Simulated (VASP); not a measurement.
Write the native input for VASP 6.6.1 that does the following.

```yaml
Task: single point
Functional: LDA
Potentials_or_basis: VASP PAW LDA potentials, release 64 (Rb_sv, Ca_sv, H)
Cutoff: 520 eV
k_mesh: 6 × 6 × 6
Occupations: gaussian, width 0.05 eV
Spin: no spin polarisation
Dipole_correction: no
Further_INCAR_settings: ALGO = Normal; EDIFF = 1e-07; NBANDS = 19
```

The structure of RbCaH3 lies in POSCAR:

```
RbCaH3
1.0
    4.5470000000      0.0000000000      0.0000000000
    0.0000000000      4.5470000000      0.0000000000
    0.0000000000      0.0000000000      4.5470000000
Rb Ca H
1 1 3
Direct
    0.0015871736      0.0015871736      0.0015871736
    0.5000000000      0.5000000000      0.5000000000
    0.0000000000      0.5000000000      0.5000000000
    0.5000000000      0.0000000000      0.5000000000
    0.5000000000      0.5000000000      0.0000000000
```

This cell differs from its parent crystal: all Rb atoms moved +0.013 Å, as atom 1 along Cartesian [1 1 1].

These files were run (other wordings do the same):

INCAR

```
SYSTEM = RbCaH3
ALGO = Normal ; EDIFF = 1E-7
ENCUT = 520 ; ISIF = 2
ISMEAR = 0 ; LASPH = .True.
LCHARG = .False. ; LREAL = .False.
LWAVE = .False. ; NBANDS = 19
NELM = 60 ; PREC = Accurate
SIGMA = 0.05
```

KPOINTS

```
k-points
0
Gamma
  6 6 6
  0 0 0
```

Potentials or basis: VASP PAW LDA potentials, release 64 (Rb_sv, Ca_sv, H).

Command:

```sh
$ cat potpaw_LDA.64/Rb_sv/POTCAR potpaw_LDA.64/Ca_sv/POTCAR potpaw_LDA.64/H/POTCAR > POTCAR
$ mpirun -np 1 vasp_std > vasp.out
```

It gave:

```
Pressure               : -2.4 GPa
Largest force          : 0.010 eV/Å
Band gap on the k mesh : 2.92 eV, direct
```

Caveat: the cell differs from its parent crystal (all Rb atoms moved +0.013 Å, as atom 1 along Cartesian [1 1 1]).

Wall time 29 s on 1 thread of Intel(R) Xeon(R) Platinum 8375C CPU @ 2.90GHz (Ice Lake), on a shared host, peak memory 0.21 GiB.
